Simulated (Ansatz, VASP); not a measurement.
# WC in VASP and in Ansatz

Contents of INCAR:

```
ALGO = Normal ; EDIFF = 1E-6
ENCUT = 520 ; GGA = PE
ISIF = 2 ; ISMEAR = -1
LASPH = True ; LCHARG = False
LREAL = False ; LWAVE = False
NBANDS = 16 ; NELM = 100
PREC = Accurate ; SIGMA = 0.08
```

Contents of KPOINTS:

```
k-points
0
Gamma
  15 15 15
```

Contents of POSCAR:

```
WC
1.0
    0.0000000000      2.1900826249      2.1900826249
    2.1900826249      0.0000000000      2.1900826249
    2.1900826249      2.1900826249      0.0000000000
W C
1 1
Direct
    0.0000000000      0.0000000000      0.0000000000
    0.5000000000      0.5000000000      0.5000000000
```

Input for Ansatz:

```yaml
crystal:
  lattice:
    - [0.0, 2.1900826249, 2.1900826249]
    - [2.1900826249, 0.0, 2.1900826249]
    - [2.1900826249, 2.1900826249, 0.0]
  atoms:
    - { symbol: W, position: [0.0, 0.0, 0.0] }
    - { symbol: C, position: [0.5, 0.5, 0.5] }
kpoints:
  mp_grid: { grid: [15, 15, 15] }
scf:
  occupations: { method: fermi_dirac, width: 0.08 }
hamiltonian:
  xc: pbe
  pseudopotentials: { kind: nc }
output:
  forces: true
  stress: true
  eigenvalues: true
```

Change from the starting cell: volume scaled by 1, norm-conserving files.

Alike in both runs: task single point; functional PBE; k mesh 15 × 15 × 15; occupations fermi-dirac, width 0.08 eV; no spin polarisation.

|  | VASP | Ansatz |
| --- | --- | --- |
| version | VASP 6.6.1 | Ansatz 0.2.0 |
| potentials or method | VASP PAW PBE potentials, release 64 (W_sv, C) | norm-conserving pseudopotentials, scalar-relativistic |
| plane-wave cutoff (eV) | 520 | 1116 |
| valence electrons in the cell | 18 | 18 |

|  | VASP | Ansatz | Ansatz less VASP |
| --- | --- | --- | --- |
| pressure (GPa) | 0.9 | 0.2 | -0.69 |

Neither program's run includes spin-orbit coupling.
